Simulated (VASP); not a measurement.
# ZnWO4 in VASP: further runs, part 2 of 3

VASP 6.6.1.

### 3 Single point, PBE

File INCAR:

```
SYSTEM = ZnWO4
ALGO = Normal
EDIFF = 1E-6
ENCUT = 1000
GGA = PE
GGA_COMPAT = .False.
ISIF = 2
ISMEAR = -1
ISYM = 0
LASPH = .True.
LCHARG = .False.
LREAL = Auto
LWAVE = .False.
NBANDS = 90
NELM = 120
PREC = Accurate
SIGMA = 0.05
```

File KPOINTS:

```
k-points
0
Gamma
  1 1 1
  0 0 0
```

File POSCAR:

```
ZnWO4
1.0
    6.3295770000      0.1311510000     -0.0352210000
    0.1311510000      5.9276150000     -0.0312300000
   -0.0352210000     -0.0312300000      6.2590500000
W O Zn
3 12 3
Direct
    0.6409574595      0.6537914500      0.8237981914
    0.6618250820      0.5058018077      0.3269421608
    0.3696212773      0.9562956524      0.2705620732
    0.6995704561      0.3803913500      0.5840485685
    0.1923356487     -0.0009199630      1.0583357736
    1.1289173955      0.2823718835      0.7856374487
    0.9560976791      0.4910621502      0.2830462430
    0.4968141486      0.2142741133      0.2955530107
    0.3546062126      0.6181753427      0.2300798366
    0.6113234498      0.8631214845      0.0241927620
    0.9057124392      0.7362874878      0.7350576135
    0.1731668055      0.0111314703      0.4636589808
    0.6394943607      0.7986860928      0.4345497476
    0.3661028431      0.7098720822      0.7179685117
    0.6616225838      0.4142820544      0.0041621392
    0.1818870859      0.4328021897      1.0304010445
    0.1273365066      0.9569706543      0.7662156577
    0.1081388234      0.4602972313      0.5430127320
```

Potentials or basis: VASP PAW PBE potentials, release 64 (W_sv, O_h, Zn).

Started as:

```sh
$ cat potpaw_PBE.64/W_sv/POTCAR potpaw_PBE.64/O_h/POTCAR potpaw_PBE.64/Zn/POTCAR > POTCAR
$ mpirun -np 1 vasp_gam > vasp.out
```

OUTCAR:

```text
SYSTEM = ZnWO4
   EDIFF = 1E-6
   ENCUT = 1000
   GGA = PE
   ISIF = 2
   ISMEAR = -1
   ISYM = 0
   LASPH = .True.
   LREAL = Auto
   NELM = 120
   PREC = Accurate

 ion  position               nearest neighbor table
   1  0.641  0.654  0.824-  10 1.76  15 1.82  11 1.86  14 1.87   4 2.22   2 3.23   2 3.28
   2  0.662  0.506  0.327-   4 1.79  13 1.86   7 1.88   8 2.06  15 2.09   9 2.11  18 3.12   3 3.20
                             1 3.23   1 3.28
   3  0.370  0.956  0.271-   5 1.74  12 1.76   8 1.76   9 2.02  13 2.17  10 2.23   2 3.20
   4  0.700  0.380  0.584-   2 1.79   1 2.22
   5  0.192  0.999  0.058-   3 1.74  17 1.89
   6  0.129  0.282  0.786-  16 1.80  18 1.86  17 1.93
   7  0.956  0.491  0.283-   2 1.88  18 1.89  16 2.16
   8  0.497  0.214  0.296-   3 1.76   2 2.06
   9  0.355  0.618  0.230-  16 2.00   3 2.02   2 2.11
  10  0.611  0.863  0.024-   1 1.76   3 2.23
  11  0.906  0.736  0.735-   1 1.86  17 1.97
  12  0.173  0.011  0.464-   3 1.76  17 1.95
  13  0.639  0.799  0.435-   2 1.86   3 2.17
  14  0.366  0.710  0.718-   1 1.87  17 2.08
  15  0.662  0.414  0.004-   1 1.82   2 2.09
  16  0.182  0.433  0.030-   6 1.80   9 2.00   7 2.16
[... 164 lines left out ...]
  band No.  band energies     occupation
      1     -73.1086      2.00000
      2     -72.4717      2.00000
      3     -72.3286      2.00000
      4     -37.4426      2.00000
      5     -37.3203      2.00000
      6     -37.3054      2.00000
[... 79 lines left out ...]
     86       7.6025      0.00000
     87       7.9040      0.00000
 [bands above 87 left out]

------------------------ aborting loop because EDIFF is reached ----------------------------------------

  FORCE on cell =-STRESS in cart. coord.  units (eV):
  Direction    XX          YY          ZZ          XY          YZ          ZX
  --------------------------------------------------------------------------------------
  -------------------------------------------------------------------------------------
  Total        2.5954170     10.5067233     20.8725423      1.1523677     -2.0335315      0.5874542
  in kB       17.7165139     71.7196929    142.4775621      7.8661496    -13.8810406      4.0100073
  external PRESSURE =      77.3045896 kB  Pullay stress =       0.0000000 kB

 VOLUME and BASIS-vectors are now :
 -----------------------------------------------------------------------------
  energy-cutoff  :     1000.00
  volume of cell :      234.71
      direct lattice vectors                 reciprocal lattice vectors
     6.329577000  0.131151000 -0.035221000     0.158065663 -0.003492676  0.000872042
     0.131151000  5.927615000 -0.031230000    -0.003492676  0.168783525  0.000822504
    -0.035221000 -0.031230000  6.259050000     0.000872042  0.000822504  0.159777666

 POSITION                                       TOTAL-FORCE (eV/Angst)
 -----------------------------------------------------------------------------------
      4.11372      3.93376      5.11320         0.092415      2.013299     -1.507245
      4.24389      3.07479      2.00724        -0.753111     -0.934681     -0.132938
      2.45544      5.70858      1.65058        -1.038898     -1.808284      0.877144
      4.45730      2.32832      3.61907        -0.328067     -0.454248     -0.295786
      1.34638      5.94556      0.32715        -0.559239      0.055839     -0.124320
      0.82535      1.66616      4.90398         0.039775      0.887870     -0.626992
[... 10 lines left out ...]
      0.90451      5.66533      4.76141        -0.067061     -0.172381     -0.531494
      0.72572      2.72569      3.38056         0.339068      0.136935      0.842432
 -----------------------------------------------------------------------------------
    total drift:                                0.005661     -0.005096      0.002751

  FREE ENERGIE OF THE ION-ELECTRON SYSTEM (eV)
  ---------------------------------------------------
  free  energy   TOTEN  =      -131.9489803779 eV

  energy  without entropy=     -131.9489803777  energy(sigma->0) =     -131.94898038
```

OSZICAR:

```text
N       E                     dE             d eps       ncg     rms          rms(c)
DAV:   1     0.366521113200E+04    0.36652E+04   -0.12249E+05   188   0.349E+03
DAV:   2     0.791749090345E+03   -0.28735E+04   -0.27718E+04   180   0.976E+02
DAV:   3    -0.125763808784E+02   -0.80433E+03   -0.75401E+03   222   0.362E+02
DAV:   4    -0.157487237572E+03   -0.14491E+03   -0.14247E+03   216   0.143E+02
DAV:   5    -0.163952976806E+03   -0.64657E+01   -0.64161E+01   240   0.329E+01    0.882E+01
DAV:   6    -0.131874523401E+03    0.32078E+02   -0.13351E+02   264   0.866E+01    0.219E+01
DAV:   7    -0.132621833330E+03   -0.74731E+00   -0.36632E+01   240   0.261E+01    0.237E+01
DAV:   8    -0.131987815821E+03    0.63402E+00   -0.36134E+00   256   0.164E+01    0.806E+00
DAV:   9    -0.131956273864E+03    0.31542E-01   -0.96055E-01   256   0.964E+00    0.176E+00
DAV:  10    -0.131945695945E+03    0.10578E-01   -0.14425E-01   256   0.366E+00    0.964E-01
DAV:  11    -0.131949634557E+03   -0.39386E-02   -0.74873E-02   256   0.174E+00    0.471E-01
DAV:  12    -0.131948723788E+03    0.91077E-03   -0.11059E-02   240   0.840E-01    0.300E-01
DAV:  13    -0.131948844341E+03   -0.12055E-03   -0.73941E-03   256   0.556E-01    0.138E-01
DAV:  14    -0.131948971654E+03   -0.12731E-03   -0.14905E-03   264   0.398E-01    0.510E-02
DAV:  15    -0.131948968684E+03    0.29704E-05   -0.25107E-04   248   0.113E-01    0.309E-02
DAV:  16    -0.131948973392E+03   -0.47079E-05   -0.75459E-05   248   0.473E-02    0.155E-02
DAV:  17    -0.131948979811E+03   -0.64191E-05   -0.15952E-05   248   0.430E-02    0.748E-03
DAV:  18    -0.131948980378E+03   -0.56674E-06   -0.48339E-06   176   0.143E-02
   1 F= -.13194898E+03 E0= -.13194898E+03  d E =-.131668E-09
```

stdout:

```text
POSCAR found type information on POSCAR W O Zn
 POSCAR found :  3 types and      18 ions
 scaLAPACK will be used
 LDA part: xc-table for (Slater+PW92), standard interpolation
 POSCAR, INCAR and KPOINTS ok, starting setup
 FFT: planning ... GRIDC
 FFT: planning ... GRID_SOFT
 FFT: planning ... GRID
 WAVECAR not read
 entering main loop
```

Run time: 1.9 min. Hardware: 1 thread of Intel Xeon Platinum 8488C (Sapphire Rapids), shared host; peak memory 0.63 GiB.

Results:

* Free energy: -131.9490 eV
* Pressure: 7.7 GPa
* Largest force: 2.770 eV/Å

Forces on the atoms (eV/Å):
```
W    0.092  2.013 -1.507
W   -0.753 -0.935 -0.133
W   -1.039 -1.808  0.877
O   -0.328 -0.454 -0.296
O   -0.559  0.056 -0.124
O    0.040  0.888 -0.627
O   -0.211  0.168 -0.676
O    1.776  2.125  0.064
O    0.802 -0.544  0.462
O    0.229  0.511  0.327
O   -0.492 -0.526  0.378
O   -0.291 -0.155 -0.056
O   -0.432 -0.447 -0.748
O    0.691 -0.927  0.372
O    0.175 -0.521  0.686
Zn   0.027  0.591  0.690
Zn  -0.067 -0.172 -0.531
Zn   0.339  0.137  0.842
```

Stress tensor (GPa, compression positive):
```
 1.77  0.79  0.40
 0.79  7.17 -1.39
 0.40 -1.39 14.25
```

Caveat: the k points lie up to 1.06 Å⁻¹ apart, too coarse for converged energies, forces and pressures; the atoms stand as in a frame of molecular dynamics.

(Part 2 of 3 ends here.)
